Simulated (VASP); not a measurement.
# BiTe (Immm) in VASP: single point with PBE

Aim: the single point of BiTe with PBE.

Everything below comes from runs of VASP 6.6.1. Logs are shortened: lines on timing, memory, paths and dates and some standing lists are left out, and cuts for length are marked.

## (1) The cell of the first run

The structure is orthorhombic, space group Immm (No. 71). The conventional cell has a = 4.460 Å, b = 4.736 Å, c = 6.502 Å, α = 90.00°, β = 90.00°, γ = 90.00°. Within 4.8 Å of Bi (site symmetry mmm) lie 6 Te at 3.25 Å and 12 Bi at 4.46 to 4.74 Å. Te (site symmetry mmm) has 6 Bi at 3.25 Å and 12 Te at 4.46 to 4.74 Å within 4.8 Å.

## (2) Single point, PBE (strain -0.0600 x Voigt [0, 0, 0, 0, 0, 1])

Contents of INCAR:

```
ALGO = Normal
EDIFF = 1E-7
ENCUT = 520
GGA = PE
ISIF = 2
ISMEAR = 0
LASPH = T
LCHARG = F
LREAL = F
LWAVE = F
NBANDS = 18
NELM = 100
PREC = Accurate
SIGMA = 0.15
```

Contents of KPOINTS:

```
k-points
0
Gamma
  16 16 16
```

Contents of POSCAR:

```
BiTe
1.0
   -0.0975358249      3.2511941619      3.2511941619
    3.2511941619     -0.0975358249      3.2511941619
    3.1536583370      3.1536583370      0.0000000000
Bi Te
1 1
Direct
    0.0000000000      0.0000000000      0.0000000000
    0.5000000000      0.5000000000      0.5000000000
```

Potentials or basis: VASP PAW PBE potentials, release 64 (Bi_d, Te).

Launch:

```
$ cat potpaw_PBE.64/Bi_d/POTCAR potpaw_PBE.64/Te/POTCAR > POTCAR
$ mpirun -np 1 vasp_std > vasp.out
```

OUTCAR:

```text
EDIFF = 1E-7
   ENCUT = 520
   GGA = PE
   ISIF = 2
   ISMEAR = 0
   LASPH = T
   LREAL = F
   NELM = 100
   PREC = Accurate

 ion  position               nearest neighbor table
   1  0.000  0.000  0.000-   2 3.25   2 3.25   2 3.25   2 3.25   2 3.25   2 3.25
   2  0.500  0.500  0.500-   1 3.25   1 3.25   1 3.25   1 3.25   1 3.25   1 3.25

  LATTYP: Found a body centered orthorhombic cell.
 ALAT       =     4.4599463913
 B/A-ratio  =     1.0618556701
 C/A-ratio  =     1.4579521262

  Lattice vectors:

 A1 = (   0.0975358249,  -3.2511941619,  -3.2511941619)
 A2 = (  -0.0975358249,   3.2511941619,  -3.2511941619)
 A3 = (   3.2511941619,  -0.0975358249,   3.2511941619)

Analysis of symmetry for initial positions (statically):
=====================================================================
 Subroutine PRICEL returns:
 Original cell was already a primitive cell.

 Routine SETGRP: Setting up the symmetry group for a
 body centered orthorhombic supercell.

 Subroutine GETGRP returns: Found  8 space group operations
 (whereof  8 operations were pure point group operations)
 out of a pool of  8 trial point group operations.

The static configuration has the point symmetry D_2h.

Analysis of symmetry for dynamics (positions and initial velocities):
=====================================================================
 Subroutine PRICEL returns:
 Original cell was already a primitive cell.

 Routine SETGRP: Setting up the symmetry group for a
 body centered orthorhombic supercell.

 Subroutine GETGRP returns: Found  8 space group operations
 (whereof  8 operations were pure point group operations)
 out of a pool of  8 trial point group operations.

The dynamic configuration has the point symmetry D_2h.

 Subroutine INISYM returns: Found  8 space group operations
 (whereof  8 operations are pure point group operations),
 and found     1 'primitive' translations

----------------------------------------------------------------------------------------

                                     Primitive cell

  volume of cell :      68.6701

  direct lattice vectors                    reciprocal lattice vectors
    -0.097535825  3.251194162  3.251194162    -0.149310336  0.149310336  0.153789646
     3.251194162 -0.097535825  3.251194162     0.149310336 -0.149310336  0.153789646
[... 83 lines left out ...]
   ENCUT  =  520.0 eV  38.22 Ry    6.18 a.u.   8.55  8.55  8.29*2*pi/ulx,y,z
   NELM   =    100;   NELMIN=  2; NELMDL= -5     # of ELM steps
   EDIFF  = 0.1E-06   stopping-criterion for ELM
   LREAL  =      F    real-space projection
   EDIFFG = 0.1E-05   stopping-criterion for IOM
   NSW    =      0    number of steps for IOM
   IBRION =     -1    ionic relax: 0-MD 1-quasi-New 2-CG
   NFREE  =      0    steps in history (QN), initial steepest desc. (CG)
   ISIF   =      2    stress and relaxation
   ISYM   =      2    0-nonsym 1-usesym 2-fastsym
   POTIM  = 0.5000    time-step for ionic-motion
   TEBEG  =    0.0;   TEEND  =   0.0 temperature during run
   PSTRESS=    0.0 pullay stress
   NELECT =      21.0000    total number of electrons
   NUPDOWN=      -1.0000    fix difference up-down
   EMIN   =  10.00;   EMAX   =-10.00  energy-range for DOS
   EFERMI =   0.00;   METHOD = LEGACY
   ISMEAR =     0;   SIGMA  =   0.15  broadening in eV -4-tet -1-fermi 0-gaus
   EFERMI_NEDOS =   21; number of points for ismear=-14 and -15
   IALGO  =     38    algorithm
   IMIX   =      4    mixing-type and parameters
     AMIX     =   0.40;   BMIX     =  1.00
     AMIX_MAG =   1.60;   BMIX_MAG =  1.00
  volume/ion in A,a.u.               =      34.34       231.70
  Fermi-wavevector in a.u.,A,eV,Ry     =   1.102957  2.084287 16.551689  1.216515
  Thomas-Fermi vector in A             =   2.239408
   LORBIT       =      0    0 simple, 1 ext, 2 COOP (PROOUT), +10 PAW based schemes
   GGA     = PE    functional components
   LHFCALC =     F    Hartree Fock is set to
   AEXX    =    0.0000 exact exchange contribution
   IVDW    =     0    specifies the selected vdW correction
   LEPSILON=     F    determine dielectric tensor
   LRPA    =     F    only Hartree local field effects (RPA)
 non-spin polarized calculation
 Gauss-broadening in eV      SIGMA  =   0.15
  energy-cutoff  :      520.00
  volume of cell :       68.67
 maximum number of plane-waves:      1873
 NGX is ok and might be reduce to    36
   NGX = 17   NGY = 17   NGZ = 17

 number of electron      21.0000004 magnetization

 Free energy of the ion-electron system (eV)
  ---------------------------------------------------
  ext. energy  EPLUGINS =         0.00000000
  ---------------------------------------------------
  free energy    TOTEN  =        -7.18173846 eV

  energy without entropy =       -7.16412773  energy(sigma->0) =       -7.17293310

 E-fermi :   6.4810     XC(G=0):  -9.3738

 val. band max:        6.4779561097   @ k =  -0.1250   0.0625   0.3125
 cond. band min:       6.4815890462   @ k =  -0.1875  -0.3750   0.4375
 fundamental gap:      0.0036329366
 Fermi energy:         6.4809700392

 k-point     1 :       0.0000    0.0000    0.0000
  band No.  band energies     occupation
      1     -16.6733      2.00000
      2     -16.6731      2.00000
      3     -16.6730      2.00000
      4     -16.6704      2.00000
      5     -16.6669      2.00000
      6      -6.9424      2.00000
[... 481 lines left out ...]
      5     -16.6666      2.00000
      6      -6.8550      2.00000
[... 10 lines left out ...]
     17      12.8950      0.00000
     18      13.5951      0.00000

 [... further k-points ...]

------------------------ aborting loop because EDIFF is reached ----------------------------------------

  FORCE on cell =-STRESS in cart. coord.  units (eV):
  Direction    XX          YY          ZZ          XY          YZ          ZX
  --------------------------------------------------------------------------------------
  -------------------------------------------------------------------------------------
  Total       -0.0332394     -0.0332394     -0.0048357     -0.0039018      0.0000000      0.0000000
  in kB       -0.7755247     -0.7755247     -0.1128238     -0.0910349      0.0000000      0.0000000
  external PRESSURE =      -0.5546244 kB  Pullay stress =       0.0000000 kB

 VOLUME and BASIS-vectors are now :
 -----------------------------------------------------------------------------
  energy-cutoff  :      520.00
  volume of cell :       68.67
      direct lattice vectors                 reciprocal lattice vectors
    -0.097535825  3.251194162  3.251194162    -0.149310336  0.149310336  0.153789646
     3.251194162 -0.097535825  3.251194162     0.149310336 -0.149310336  0.153789646
     3.153658337  3.153658337  0.000000000     0.158546027  0.158546027 -0.153789646

 POSITION                                       TOTAL-FORCE (eV/Angst)
 -----------------------------------------------------------------------------------
      0.00000      0.00000      0.00000        -0.000000      0.000000      0.000000
      3.15366      3.15366      3.25119         0.000000     -0.000000     -0.000000
 -----------------------------------------------------------------------------------
    total drift:                               -0.000000      0.000000      0.000000

  FREE ENERGIE OF THE ION-ELECTRON SYSTEM (eV)
  ---------------------------------------------------
  free  energy   TOTEN  =        -7.1817384585 eV

  energy  without entropy=       -7.1641277334  energy(sigma->0) =       -7.17293310
```

Run time: 18 min. Hardware: 1 thread of Intel Xeon 8259CL, shared host; peak memory 0.82 GiB.

What came out:

```
Free energy            : -7.1817 eV
Pressure               : -0.1 GPa
Band gap on the k mesh : zero (an odd number of electrons rules out a gap without spin polarisation)
```

Caveat: the cell differs from its parent crystal (strain -0.0600 x Voigt [0, 0, 0, 0, 0, 1]); spin-orbit coupling is left out, which moves the levels of the heavy elements.
